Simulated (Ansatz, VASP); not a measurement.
## Os: VASP beside Ansatz

INCAR

```
SYSTEM = Os
PREC = Accurate
ENCUT = 520
EDIFF = 1E-6
ISMEAR = -1
SIGMA = 0.05
LREAL = .FALSE.
LASPH = .TRUE.
NELM = 80
ALGO = Normal
ISIF = 2
LWAVE = .FALSE.
LCHARG = .TRUE.
GGA = PS
LELF = .TRUE.
LVHAR = .TRUE.
NBANDS = 15
```

File KPOINTS:

```
Automatic mesh
0
G
  15 15 9
  0 0 0
```

Contents of POSCAR:

```
Os
1.0
    2.7700791012      0.0000000000      0.0000000000
   -1.3850395506      2.3989588721      0.0000000000
    0.0000000000      0.0000000000      4.3765446767
Os
2
Direct
    0.3333333333      0.6666666667      0.2500000000
    0.6666666667      0.3333333333      0.7500000000
```

Input for Ansatz:

```yaml
crystal:
  lattice:
    - [2.7700791012, 0.0, 0.0]
    - [-1.3850395506, 2.3989588721, 0.0]
    - [0.0, 0.0, 4.3765446767]
  atoms:
    - { symbol: Os, position: [0.3333333333, 0.6666666667, 0.25] }
    - { symbol: Os, position: [0.6666666667, 0.3333333333, 0.75] }
kpoints:
  mp_grid: { grid: [15, 15, 9] }
  band_path:
    path:
      - [0.0, 0.0, 0.0]
      - [0.5, 0.0, 0.0]
      - [0.3333333333, 0.3333333333, 0.0]
      - [0.0, 0.0, 0.0]
      - [0.0, 0.0, 0.5]
      - [0.5, 0.0, 0.5]
      - [0.3333333333, 0.3333333333, 0.5]
      - [0.0, 0.0, 0.5]
      - [0.5, 0.0, 0.5]
    npoints: 5
scf:
  occupations: { method: fermi_dirac, width: 0.05 }
hamiltonian:
  xc: pbesol
  pseudopotentials: { kind: all_electron, lapw: { basis_error: 0.0005 } }
output:
  forces: true
  stress: true
  eigenvalues: true
```

Change from the starting cell: volume scaled by 1.04.

Alike in both runs: task single point; functional PBEsol; k mesh 15 × 15 × 9; occupations fermi-dirac, width 0.05 eV; no spin polarisation.

|  | VASP | Ansatz |
| --- | --- | --- |
| version | VASP 6.6.1 | Ansatz 0.2.0 |
| potentials or method | VASP PAW PBE potentials, release 64 (Os), cutoff 520 eV | all-electron LAPW, scalar-relativistic |

VASP gave:

```
pressure (GPa)                                                : -17.8
traceless stress, the component that is largest in VASP (GPa) : -0.46
```

**Question.** Estimate Ansatz's values.

**Answer.** Pressure (GPa): -17.8; traceless stress, the component that is largest in VASP (GPa): -0.41.

VASP's potentials were made for PBE, not for PBEsol. Ansatz ran all-electron here, and VASP with PAW potentials.

Spin-orbit coupling is off throughout.
